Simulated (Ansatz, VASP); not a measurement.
## One calculation of Pb, two programs

The input INCAR:

```
PREC     = Accurate       # precision mode
ENCUT    = 600            # plane-wave cutoff, eV
EDIFF    = 1E-6           # SCF threshold, eV
ISMEAR   = -1             # smearing method
SIGMA    = 0.05           # smearing width, eV
LREAL    = F              # projectors in reciprocal space
LASPH    = T              # aspherical terms in the spheres
NELM     = 60             # most SCF steps
ALGO     = Normal         # electronic algorithm
ISIF     = 3              # what is computed and relaxed
LWAVE    = F              # write WAVECAR
LCHARG   = F              # write CHGCAR
GGA      = B5             # functional
ALDAX    = 1.0          
AGGAX    = 1.0          
AGGAC    = 1.0          
ALDAC    = 0.0          
IVDW     = 12             # dispersion correction
VDW_S6   = 1.0          
VDW_S8   = 2.6996       
VDW_A1   = 0.4298       
VDW_A2   = 4.2359       
IBRION   = 2              # ionic algorithm
NSW      = 80             # ionic steps
EDIFFG   = -0.01          # ionic threshold
```

File KPOINTS:

```
Automatic mesh
0
Gamma
  9 9 9
```

POSCAR

```
Pb
1.0
    0.0000000000      2.4750200000      2.4750200000
    2.4750200000      0.0000000000      2.4750200000
    2.4750200000      2.4750200000      0.0000000000
Pb
1
Direct
    0.0000000000      0.0000000000      0.0000000000
```

Contents of input.yaml:

```yaml
crystal:
  lattice:
    - [0.0, 2.47502, 2.47502]
    - [2.47502, 0.0, 2.47502]
    - [2.47502, 2.47502, 0.0]
  atoms:
    - { symbol: Pb, position: [0.0, 0.0, 0.0] }
kpoints:
  mp_grid: { grid: [9, 9, 9] }
scf:
  occupations: { method: fermi_dirac, width: 0.05 }
hamiltonian:
  xc: blyp
  dispersion: d3bj
  pseudopotentials: { kind: all_electron, lapw: { basis_error: 0.001 } }
output:
  forces: true
  stress: true
relax:
  f_tol: 0.01
  max_steps: 60
  cell: {}
```

Alike in both runs: task relaxation of cell and atoms; functional BLYP; dispersion D3(BJ); k mesh 9 × 9 × 9; occupations fermi-dirac, width 0.05 eV; no spin polarisation.

|  | VASP | Ansatz |
| --- | --- | --- |
| version | VASP 6.6.1 | Ansatz 0.2.0 |
| potentials or method | VASP PAW PBE potentials, release 64 (Pb_d), cutoff 600 eV | all-electron LAPW, scalar-relativistic |

```csv
,VASP,Ansatz,Ansatz less VASP
relaxed volume (Å³/atom),30.82,30.72,-0.104
relaxed cell length with the largest relative difference (Å),3.519,3.515,-0.0040
```

VASP's potentials were made for PBE, not for BLYP. Ansatz ran all-electron here, and VASP with PAW potentials.

Neither program's run includes spin-orbit coupling.
